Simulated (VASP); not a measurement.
Set up this calculation in VASP 6.6.1, as the native input.

- Task: single point
- Functional: PBE
- Potentials or basis: VASP PAW PBE potentials, release 64 (Pb_d)
- Cutoff: 520 eV
- k mesh: 11 × 11 × 11
- Occupations: fermi-dirac, width 0.05 eV
- Spin: no spin polarisation
- Dipole correction: no
- Further INCAR settings: ALGO = Normal; EDIFF = 1e-06; NBANDS = 21

The structure of Pb lies in POSCAR:

```
Pb
1.0
    0.0000000000      3.5292303158      3.5292303158
    3.5292303158      0.0000000000      3.5292303158
    3.5292303158      3.5292303158      0.0000000000
Pb
2
Direct
   -0.1250000000     -0.1250000000     -0.1250000000
    0.1250000000      0.1250000000      0.1250000000
```

The input as run:

INCAR

```
SYSTEM = Pb
PREC = Accurate
ENCUT = 520
EDIFF = 1E-6
ISMEAR = -1
SIGMA = 0.05
LREAL = .False.
LASPH = .True.
NELM = 60
ALGO = Normal
ISIF = 2
LWAVE = .False.
LCHARG = .False.
GGA = PE
NBANDS = 21
```

KPOINTS

```
Automatic mesh
0
Gamma
  11 11 11
  0 0 0
```

Potentials or basis: VASP PAW PBE potentials, release 64 (Pb_d).

Run with:

```sh
$ cat potpaw_PBE.64/Pb_d/POTCAR > POTCAR
$ mpirun -np 1 vasp_std > vasp.out
```

It gave:

```yaml
Pressure: 0.0 GPa
Band_gap_on_the_k_mesh: zero (band 14 reaches 4.04 eV, above the bottom of band 15 at 3.02 eV)
```

Caveat: spin-orbit coupling is left out, which moves the levels of the heavy elements.

It took 80 s on 1 thread of AMD EPYC 9R45 96-Core Processor (Zen 5) (shared host), peak memory 0.24 GiB.
